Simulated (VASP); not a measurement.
# SrO (P6_3/mmc) in VASP: a series of runs

Runs on SrO. Level: PBE. Tasks: dielectric tensor, vibrations by perturbation theory.

All numbers are computed with VASP 6.6.1; they aren't measurements. Logs are shortened: lines on timing, memory, paths and dates and some standing lists are left out, and cuts for length are marked.

## Step 1: The cell of the first run

The structure is hexagonal, space group P6_3/mmc (No. 194). The conventional cell has a = 3.553 Å, b = 3.553 Å, c = 6.217 Å, α = 90.00°, β = 90.00°, γ = 120.00°. Sr (site symmetry -6m2) has 6 O at 2.57 Å within 3.4 Å. Within 3.4 Å of O (site symmetry -3m) lie 6 Sr at 2.57 Å and 2 O at 3.11 Å.

## Step 2: Dielectric tensor, PBE

The input, INCAR:

```
SYSTEM = SrO
  ALGO = Normal
  EDIFF = 1E-8
  ENCUT = 520
  GGA = PE
  ISIF = 2
  ISMEAR = 0
  LASPH = .True.
  LCHARG = .False.
  LEPSILON = .True.
  LREAL = .False.
  LWAVE = .False.
  NELM = 60
  PREC = Accurate
  SIGMA = 0.01
```

The input, KPOINTS:

```
k-points
0
Gamma
  9 9 5
  0 0 0
```

The input, POSCAR:

```
SrO
1.0
    3.5532880902      0.0000000000      0.0000000000
   -1.7766440451      3.0772377531      0.0000000000
    0.0000000000      0.0000000000      6.2173039800
Sr O
2 2
Direct
    0.6666666667      0.3333333333      0.7500000000
    0.3333333333      0.6666666667      0.2500000000
    0.0000000000      0.0000000000      0.5000000000
    0.0000000000      0.0000000000      0.0000000000
```

Potentials or basis: VASP PAW PBE potentials, release 64 (Sr_sv, O).

Run with:

```sh
cat potpaw_PBE.64/Sr_sv/POTCAR potpaw_PBE.64/O/POTCAR > POTCAR
mpirun -np 1 vasp_std > vasp.out
```

OUTCAR:

```text
SYSTEM = SrO
   EDIFF = 1E-8
   ENCUT = 520
   GGA = PE
   ISIF = 2
   ISMEAR = 0
   LASPH = .True.
   LEPSILON = .True.
   LREAL = .False.
   NELM = 60
   PREC = Accurate

 ion  position               nearest neighbor table
   1  0.667  0.333  0.750-   3 2.57   4 2.57   3 2.57   4 2.57   3 2.57   4 2.57   2 3.72   2 3.72
                             2 3.72   2 3.72   2 3.72   2 3.72
   2  0.333  0.667  0.250-   3 2.57   4 2.57   3 2.57   4 2.57   3 2.57   4 2.57   1 3.72   1 3.72
                             1 3.72   1 3.72   1 3.72   1 3.72
   3  0.000  0.000  0.500-   1 2.57   2 2.57   1 2.57   2 2.57   1 2.57   2 2.57
   4  0.000  0.000  0.000-   1 2.57   2 2.57   1 2.57   2 2.57   1 2.57   2 2.57

  LATTYP: Found a hexagonal cell.
 ALAT       =     3.5532880902
 C/A-ratio  =     1.7497325919

  Lattice vectors:

 A1 = (   3.5532880902,   0.0000000000,   0.0000000000)
 A2 = (  -1.7766440451,   3.0772377531,   0.0000000000)
 A3 = (   0.0000000000,   0.0000000000,   6.2173039800)

Analysis of symmetry for initial positions (statically):
=====================================================================
 Subroutine PRICEL returns:
 Original cell was already a primitive cell.

 Routine SETGRP: Setting up the symmetry group for a
 hexagonal supercell.

 Subroutine GETGRP returns: Found 24 space group operations
 (whereof 12 operations were pure point group operations)
 out of a pool of 24 trial point group operations.

The static configuration has the point symmetry D_3d.
 The point group associated with its full space group is D_6h.

Analysis of symmetry for dynamics (positions and initial velocities):
=====================================================================
 Subroutine PRICEL returns:
 Original cell was already a primitive cell.

 Routine SETGRP: Setting up the symmetry group for a
 hexagonal supercell.

 Subroutine GETGRP returns: Found 24 space group operations
 (whereof 12 operations were pure point group operations)
 out of a pool of 24 trial point group operations.

The dynamic configuration has the point symmetry D_3d.
 The point group associated with its full space group is D_6h.

 Subroutine INISYM returns: Found 24 space group operations
 (whereof 12 operations are pure point group operations),
 and found     1 'primitive' translations

----------------------------------------------------------------------------------------

                                     Primitive cell

  volume of cell :      67.9819

  direct lattice vectors                    reciprocal lattice vectors
     3.553288090  0.000000000  0.000000000     0.281429475  0.162483383  0.000000000
    -1.776644045  3.077237753  0.000000000     0.000000000  0.324966766  0.000000000
     0.000000000  0.000000000  6.217303980     0.000000000  0.000000000  0.160841420

  length of vectors
     3.553288090  3.553288090  6.217303980     0.324966766  0.324966766  0.160841420

  position of ions in fractional coordinates (direct lattice)
     0.666666667  0.333333333  0.750000000
     0.333333333  0.666666667  0.250000000
     0.000000000  0.000000000  0.500000000
     0.000000000  0.000000000  0.000000000

  ion indices of the primitive-cell ions
   primitive index   ion index
                 1           1
                 2           2
                 3           3
                 4           4

----------------------------------------------------------------------------------------

 KPOINTS: k-points

Automatic generation of k-mesh.
 Grid dimensions read from file:
 generate k-points for:    9    9    5

 Generating k-lattice:

  Cartesian coordinates                     Fractional coordinates (reciprocal lattice)
     0.031269942  0.018053709  0.000000000     0.111111111 -0.000000000  0.000000000
     0.000000000  0.036107418  0.000000000     0.000000000  0.111111111  0.000000000
     0.000000000  0.000000000  0.032168284     0.000000000  0.000000000  0.200000000

  Length of vectors
     0.036107418  0.036107418  0.032168284

  Shift w.r.t. Gamma in fractional coordinates (k-lattice)
     0.000000000  0.000000000  0.000000000

 Subroutine IBZKPT returns following result:
 ===========================================

 Found     36 irreducible k-points:

 Following reciprocal coordinates:
            Coordinates               Weight
  0.000000  0.000000  0.000000      1.000000
  0.111111 -0.000000  0.000000      6.000000
  0.222222  0.000000  0.000000      6.000000
  0.333333  0.000000  0.000000      6.000000
  0.444444  0.000000  0.000000      6.000000
  0.111111  0.111111  0.000000      6.000000
[... 36 lines left out ...]
   NELM   =     60;   NELMIN=  2; NELMDL= -5     # of ELM steps
   EDIFF  = 0.1E-07   stopping-criterion for ELM
   LREAL  =      F    real-space projection
   EDIFFG = 0.1E-06   stopping-criterion for IOM
   NSW    =      0    number of steps for IOM
   IBRION =     -1    ionic relax: 0-MD 1-quasi-New 2-CG
   NFREE  =      0    steps in history (QN), initial steepest desc. (CG)
   ISIF   =      2    stress and relaxation
   ISYM   =      2    0-nonsym 1-usesym 2-fastsym
   POTIM  = 0.5000    time-step for ionic-motion
   TEBEG  =    0.0;   TEEND  =   0.0 temperature during run
   PSTRESS=    0.0 pullay stress
   NELECT =      32.0000    total number of electrons
   NUPDOWN=      -1.0000    fix difference up-down
   EMIN   =  10.00;   EMAX   =-10.00  energy-range for DOS
   EFERMI =   0.00;   METHOD = LEGACY
   ISMEAR =     0;   SIGMA  =   0.01  broadening in eV -4-tet -1-fermi 0-gaus
   EFERMI_NEDOS =   21; number of points for ismear=-14 and -15
   IALGO  =     38    algorithm
   IMIX   =      4    mixing-type and parameters
     AMIX     =   0.40;   BMIX     =  1.00
     AMIX_MAG =   1.60;   BMIX_MAG =  1.00
  volume/ion in A,a.u.               =      17.00       114.69
  Fermi-wavevector in a.u.,A,eV,Ry     =   1.273484  2.406537 22.065419  1.621763
  Thomas-Fermi vector in A             =   2.406305
   LORBIT       =      0    0 simple, 1 ext, 2 COOP (PROOUT), +10 PAW based schemes
   GGA     = PE    functional components
   LHFCALC =     F    Hartree Fock is set to
   AEXX    =    0.0000 exact exchange contribution
   IVDW    =     0    specifies the selected vdW correction
   LEPSILON=     T    determine dielectric tensor
   LRPA    =     F    only Hartree local field effects (RPA)
 non-spin polarized calculation
 Gauss-broadening in eV      SIGMA  =   0.01
  energy-cutoff  :      520.00
  volume of cell :       67.98
 maximum number of plane-waves:      1871
 NGX is ok and might be reduce to    28
   NGX = 13   NGY = 13   NGZ = 23

--------------------------------------- Ionic step        1  -------------------------------------------

 number of electron      32.0000014 magnetization

 E-fermi :   2.3469     XC(G=0): -10.0208

 val. band max:        2.2070877628   @ k =   0.0000   0.0000   0.0000
 cond. band min:       5.2869545186   @ k =   0.0000   0.0000   0.0000
 fundamental gap:      3.0798667559
 Fermi energy:         2.3468623119

 k-point     1 :       0.0000    0.0000    0.0000
  band No.  band energies     occupation
      1     -30.7795      2.00000
      2     -30.6719      2.00000
      3     -14.8926      2.00000
      4     -13.3459      2.00000
      5     -12.4528      2.00000
      6     -12.4528      2.00000
[... 541 lines left out ...]
     19       9.6708      0.00000
     20       9.6708      0.00000

 [... further k-points ...]

  FORCE on cell =-STRESS in cart. coord.  units (eV):
  Direction    XX          YY          ZZ          XY          YZ          ZX
  --------------------------------------------------------------------------------------
  -------------------------------------------------------------------------------------
  Total        0.8867113      0.8867113      0.7866808      0.0000000     -0.0000000      0.0000000
  in kB       20.8977357     20.8977357     18.5402497      0.0000000     -0.0000000      0.0000000
  external PRESSURE =      20.1119070 kB  Pullay stress =       0.0000000 kB

 VOLUME and BASIS-vectors are now :
 -----------------------------------------------------------------------------
  energy-cutoff  :      520.00
  volume of cell :       67.98
      direct lattice vectors                 reciprocal lattice vectors
     3.553288090  0.000000000  0.000000000     0.281429475  0.162483383  0.000000000
    -1.776644045  3.077237753  0.000000000     0.000000000  0.324966766  0.000000000
     0.000000000  0.000000000  6.217303980     0.000000000  0.000000000  0.160841420

 POSITION                                       TOTAL-FORCE (eV/Angst)
 -----------------------------------------------------------------------------------
      1.77664      1.02575      4.66298        -0.000000     -0.000000      0.000000
     -0.00000      2.05149      1.55433         0.000000      0.000000      0.000000
      0.00000      0.00000      3.10865        -0.000000      0.000000      0.000000
      0.00000      0.00000      0.00000        -0.000000      0.000000      0.000000
 -----------------------------------------------------------------------------------
    total drift:                               -0.000000      0.000000     -0.000000

  FREE ENERGIE OF THE ION-ELECTRON SYSTEM (eV)
  ---------------------------------------------------
  free  energy   TOTEN  =       -23.7377688658 eV

  energy  without entropy=      -23.7377688658  energy(sigma->0) =      -23.73776887

 HEAD OF MICROSCOPIC STATIC DIELECTRIC TENSOR (INDEPENDENT PARTICLE, excluding Hartree and local field effects)
 ------------------------------------------------------
           4.078972     0.000000     0.000000
           0.000000     4.078972     0.000000
          -0.000000    -0.000000     4.174182
 ------------------------------------------------------

 Free energy of the ion-electron system (eV)
  ---------------------------------------------------
  ---------------------------------------------------
  free energy    TOTEN  =        -0.59282228 eV

  energy without entropy =       -0.59282228

------------------------ aborting loop because EDIFF is reached ----------------------------------------

--------------------------------------- Ionic step        2  -------------------------------------------

------------------------ aborting loop because EDIFF is reached ----------------------------------------

--------------------------------------- Ionic step        3  -------------------------------------------

 Free energy of the ion-electron system (eV)
  ---------------------------------------------------
  ---------------------------------------------------
  free energy    TOTEN  =        -0.62839210 eV

  energy without entropy =       -0.62839210

------------------------ aborting loop because EDIFF is reached ----------------------------------------

 PIEZOELECTRIC TENSOR FIELD DIRECTION 3  (e Angst)
 -----------------------------------------------------------------------------
    -0.00016  0.00000  0.00000           ( -0.00002  0.00000  0.00000)
     0.00000 -0.00016  0.00000           (  0.00000 -0.00002  0.00000)
     0.00000 -0.00000 -0.00161           (  0.00000  0.00000 -0.00006)

 PIEZOELECTRIC TENSOR FIELD DIRECTION 3  (C/m^2)
 -----------------------------------------------------------------------------
    -0.00004  0.00000  0.00000
     0.00000 -0.00004  0.00000
     0.00000 -0.00000 -0.00038

 MACROSCOPIC STATIC DIELECTRIC TENSOR (including local field effects in DFT)
 ------------------------------------------------------
           3.854283     0.000000     0.000000
           0.000000     3.854283    -0.000000
           0.000000     0.000000     4.062633
 ------------------------------------------------------

 PIEZOELECTRIC TENSOR (including local field effects)  for field in x, y, z        (e  Angst)
          XX          YY          ZZ          XY          YZ          ZX
  --------------------------------------------------------------------------------
  x     0.00000     0.00000     0.00000     0.00000     0.00000     0.00000
  y     0.00000     0.00000     0.00000     0.00000     0.00000     0.00000
  z     0.00000     0.00000     0.00000     0.00000     0.00000     0.00000

 PIEZOELECTRIC TENSOR (including local field effects)  for field in x, y, z        (C/m^2)
          XX          YY          ZZ          XY          YZ          ZX
  --------------------------------------------------------------------------------
  x     0.00000     0.00000     0.00000     0.00000     0.00000     0.00000
  y     0.00000     0.00000     0.00000     0.00000     0.00000     0.00000
  z     0.00000     0.00000     0.00000     0.00000     0.00000     0.00000

 BORN EFFECTIVE CHARGES (including local field effects) (in |e|, cummulative output)
 ---------------------------------------------------------------------------------
 ion    1
    1     2.23921     0.00000     0.00000
    2     0.00000     2.23921     0.00000
    3     0.00000     0.00000     2.58178
 ion    2
    1     2.23921     0.00000     0.00000
    2     0.00000     2.23921     0.00000
    3     0.00000     0.00000     2.58178
 ion    3
    1    -2.23921     0.00000     0.00000
    2     0.00000    -2.23921    -0.00000
    3     0.00000    -0.00000    -2.58178
 ion    4
    1    -2.23921     0.00000     0.00000
    2     0.00000    -2.23921     0.00000
    3     0.00000     0.00000    -2.58178
```

Wall time 27 min (1 thread of Intel Xeon 8259CL, shared host); peak memory 0.42 GiB.

What came out:

* Band gap on the k mesh: 3.08 eV
* Electronic dielectric tensor (diagonal): 3.85, 3.85, 4.06
* Born charges (mean of the diagonal): Sr +2.35; O -2.35 e

Levels at points of the mesh, in eV from the valence-band top:
```tsv
k point	band 14	band 15	band 16	band 17	band 18	band 19
(0.00, 0.00, 0.00)	-0.78	-0.78	0.00	3.08	5.02	5.12
```

Electronic dielectric tensor:
```
3.85 0.00 0.00
0.00 3.85 0.00
0.00 0.00 4.06
```

Born effective charge tensors (e):
atom 1, Sr
```
2.24 0.00 0.00
0.00 2.24 0.00
0.00 0.00 2.58
```
atom 2, Sr
```
2.24 0.00 0.00
0.00 2.24 0.00
0.00 0.00 2.58
```
atom 3, O
```
-2.24  0.00  0.00
 0.00 -2.24  0.00
 0.00  0.00 -2.58
```
atom 4, O
```
-2.24  0.00  0.00
 0.00 -2.24  0.00
 0.00  0.00 -2.58
```

[end of part 1 of 2]
